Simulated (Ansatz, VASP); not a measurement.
# Two plane-wave programs on MgO

INCAR

```
PREC     = Accurate       # precision mode
ENCUT    = 600            # plane-wave cutoff, eV
EDIFF    = 1E-6           # SCF threshold, eV
ISMEAR   = 0              # smearing method
SIGMA    = 0.01           # smearing width, eV
LREAL    = F              # projectors in reciprocal space
LASPH    = T              # aspherical terms in the spheres
NELM     = 120            # most SCF steps
ALGO     = Normal         # electronic algorithm
ISIF     = 2              # what is computed and relaxed
LWAVE    = F              # write WAVECAR
LCHARG   = F              # write CHGCAR
GGA      = PE             # functional
NBANDS   = 11             # bands
GGA_COMPAT= F
```

Contents of KPOINTS:

```
Automatic mesh
0
Gamma
  10 10 10
```

POSCAR

```
MgO
1.0
    0.0000000000      2.1021680266      2.1021680266
    2.1021680266      0.0000000000      2.1021680266
    2.1021680266      2.1021680266      0.0000000000
Mg O
1 1
Direct
    0.0000000000      0.0000000000      0.0000000000
    0.5000000000      0.5000000000      0.5000000000
```

Input for Ansatz:

```yaml
crystal:
  lattice:
    - [0.0, 2.1021680266, 2.1021680266]
    - [2.1021680266, 0.0, 2.1021680266]
    - [2.1021680266, 2.1021680266, 0.0]
  atoms:
    - { symbol: Mg, position: [0.0, 0.0, 0.0] }
    - { symbol: O, position: [0.5, 0.5, 0.5] }
kpoints:
  mp_grid: { grid: [10, 10, 10] }
  band_path:
    path:
      - [0.0, 0.0, 0.0]
      - [0.5, 0.0, 0.5]
      - [0.625, 0.25, 0.625]
      - [0.375, 0.375, 0.75]
      - [0.5, 0.5, 0.5]
      - [0.5, 0.25, 0.75]
    npoints: 1
hamiltonian:
  xc: pbe
scf:
  occupations: { method: fixed }
  n_extra_bands: 4
output:
  forces: true
  stress: true
  eigenvalues: true
```

Alike in both runs: task single point; functional PBE; k mesh 10 × 10 × 10; no spin polarisation.

|  | VASP | Ansatz |
| --- | --- | --- |
| version | VASP 6.6.1 | Ansatz 0.2.0 |
| potentials or method | VASP PAW PBE potentials, release 64 (Mg, O) | plane waves, PAW |
| plane-wave cutoff (eV) | 600 | 420 |
| occupations | gaussian, width 0.01 eV | fixed |
| valence electrons in the cell | 8 | 16 |

VASP gave:

- gap on the k mesh at the Fermi level (eV): 4.78
- pressure (GPa): 4.6

Question: Estimate Ansatz's values.

Answer: gap on the k mesh at the Fermi level (eV): 4.80; pressure (GPa): 5.6.

VASP's potentials hold 8 valence electrons a cell and Ansatz's 16, so a difference there can come from the potentials and not from the codes.
